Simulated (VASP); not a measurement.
A run of VASP 6.6.1:

The input POSCAR:

```
KBr
1.0
    0.0000000000      3.8417325285      3.3390821501
    3.8417325285      0.0000000000      3.3390821501
    3.8417325285      3.8417325285      0.0000000000
K Br
1 1
Direct
    0.0000000000      0.0000000000      0.0000000000
    0.2500000000      0.2500000000      0.2500000000
```

INCAR.step1

```
PREC = Accurate
ENCUT = 520
ISMEAR = 0
SIGMA = 0.01
LREAL = False
LASPH = True
NELM = 80
NBANDS = 15
GGA = PE
ALGO = Normal
EDIFF = 1E-4
LWAVE = True
LCHARG = False
```

File INCAR.step2:

```
PREC = Accurate
ENCUT = 520
EDIFF = 1E-6
ISMEAR = 0
SIGMA = 0.01
LREAL = False
LASPH = True
NELM = 80
ALGO = Normal
ISIF = 2
LWAVE = False
LCHARG = False
METAGGA = R2SCAN
LMIXTAU = True
NBANDS = 15
ISTART = 1
```

File KPOINTS:

```
regular mesh
0
Gamma
  6 6 6
```

Potentials or basis: VASP PAW PBE potentials, release 64 (K_sv, Br).

The run is started by

```console
$ cat potpaw_PBE.64/K_sv/POTCAR potpaw_PBE.64/Br/POTCAR > POTCAR
$ cp INCAR.step1 INCAR
$ mpirun -np 1 vasp_std > vasp.out
$ cp INCAR.step2 INCAR
$ mpirun -np 1 vasp_std > vasp.out
```

Hardware: 1 thread of Intel(R) Xeon(R) Platinum 8375C CPU @ 2.90GHz (Ice Lake), on a shared host.

**Question.** How long does it take, and how much memory?

**Answer.** Wall time 3.8 min on 1 thread of Intel(R) Xeon(R) Platinum 8375C CPU @ 2.90GHz (Ice Lake), on a shared host, peak memory 0.27 GiB. Counts: k points 30.
